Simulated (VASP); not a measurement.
Crystal: HgTe.

```
Hg Te
1.0
     4.69878    0.00000    0.00000
    -2.34939    4.06926    0.00000
     0.00000    0.00000    7.71106
Hg Te
2 2
Direct
  0.33333 0.66667 0.00032
  0.66667 0.33333 0.50032
  0.33333 0.66667 0.37468
  0.66667 0.33333 0.87468
```

- Program: VASP 6.6.1
- Task: relaxation of cell and atoms
- Functional: LDA
- Potentials or basis: VASP PAW LDA potentials, release 64 (Hg, Te)
- Cutoff: 600 eV
- k mesh: 6 × 6 × 4
- Occupations: fermi-dirac, width 0.02 eV
- Spin: no spin polarisation

At the start: pressure -3.4 GPa; volume 36.86 Å³/atom.

Where does the relaxation end?

Over 8 steps the energy falls by 38.9 meV/atom and the volume is 33.58 Å³/atom (-8.9 %); space group P6_3mc (No. 186, to 0.1 Å) before and after.

Step by step:
| step | energy change (eV) | largest force (eV/Å) | pressure (GPa) | volume (Å³) |
| --- | --- | --- | --- | --- |
| 1 | 0.0000 | 0.0088 | -3.44 | 147.44 |
| 2 | -0.1447 | 0.0098 | 1.17 | 131.19 |
| 3 | -0.1555 | 0.0057 | -0.01 | 134.27 |
| 4 | -0.1554 | 0.0060 | 0.07 | 134.02 |
| 5 | -0.1555 | 0.0030 | 0.02 | 134.28 |
| 6 | -0.1555 | 0.0017 | -0.03 | 134.40 |
| 7 | -0.1555 | 0.0025 | -0.02 | 134.32 |
| 8 | -0.1555 | 0.0029 | -0.02 | 134.30 |

Final structure:
```
CELL_PARAMETERS angstrom
4.55558 0.00000 0.00000
-2.27779 3.94524 0.00000
0.00000 0.00000 7.47257
ATOMIC_POSITIONS crystal
Hg 0.33333 0.66667 0.00031
Hg 0.66667 0.33333 0.50031
Te 0.33333 0.66667 0.37469
Te 0.66667 0.33333 0.87469
```

Caveat: the structure was generated, so it needn't be the stable form of HgTe.
